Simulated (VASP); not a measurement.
Set up this calculation in VASP 6.6.1, as the native input.

| Item | Value |
| --- | --- |
| Task | single point |
| Functional | PBEsol-based global hybrid with 25 % exact exchange |
| Potentials or basis | VASP PAW PBE potentials, release 64 (Mo_sv, Se) |
| Cutoff | 520 eV |
| k mesh | 4 × 4 × 4 |
| Occupations | fermi-dirac, width 0.05 eV |
| Spin | no spin polarisation |
| Dipole correction | no |
| Grid for exact exchange (PRECFOCK) | Normal |
| Share of exact exchange | 0.25 |
| Further INCAR settings | ALGO = Normal; EDIFF = 1e-06; NBANDS = 17 |

The system is MoSe.

```
CELL_PARAMETERS angstrom
0.00000 2.89288 2.89288
2.89288 0.00000 2.89288
2.89288 2.89288 0.00000
ATOMIC_POSITIONS crystal
Mo 0.00000 0.00000 0.00000
Se 0.50000 0.50000 0.50000
```

These files were run (other wordings do the same):

POSCAR

```
MoSe
1.0
    0.0000000000      2.8928795100      2.8928795100
    2.8928795100      0.0000000000      2.8928795100
    2.8928795100      2.8928795100      0.0000000000
Mo Se
1 1
Direct
    0.0000000000      0.0000000000      0.0000000000
    0.5000000000      0.5000000000      0.5000000000
```

INCAR.step1

```
SYSTEM = MoSe
PREC = Accurate ; ENCUT = 520
EDIFF = 1E-5 ; ISMEAR = -1
SIGMA = 0.05 ; LREAL = .FALSE.
LASPH = .TRUE. ; NELM = 100
ALGO = Normal ; ISIF = 2
LWAVE = .TRUE. ; LCHARG = .FALSE.
GGA = PE ; NBANDS = 17
```

INCAR.step2

```
SYSTEM = MoSe
PREC = Accurate ; ENCUT = 520
EDIFF = 1E-6 ; ISMEAR = -1
SIGMA = 0.05 ; LREAL = .FALSE.
LASPH = .TRUE. ; NELM = 100
ALGO = Normal ; ISIF = 2
LWAVE = .FALSE. ; LCHARG = .FALSE.
GGA = PS ; LHFCALC = .TRUE.
AEXX = 0.25 ; PRECFOCK = Normal
ISTART = 1 ; NBANDS = 17
```

KPOINTS

```
regular mesh
0
G
  4 4 4
  0 0 0
```

Potentials or basis: VASP PAW PBE potentials, release 64 (Mo_sv, Se).

The run is started by

```bash
$ cat potpaw_PBE.64/Mo_sv/POTCAR potpaw_PBE.64/Se/POTCAR > POTCAR
$ cp INCAR.step1 INCAR
$ mpirun -np 1 vasp_std > vasp.out
$ cp INCAR.step2 INCAR
$ mpirun -np 1 vasp_std > vasp.out
```

Results of the run:

```yaml
Pressure: -27.2 GPa
Band_gap_on_the_k_mesh: zero (bands 10 and 11 overlap by 1.87 eV)
```

Caveat: the k points lie up to 0.47 Å⁻¹ apart, too coarse for converged energies and pressures of a metal; the PAW data sets were made with another functional, which shifts forces and pressure a little.

It took 5.2 min on 1 thread of Intel(R) Xeon(R) 6975P-C (Granite Rapids), with other jobs on the host, peak memory 0.17 GiB.
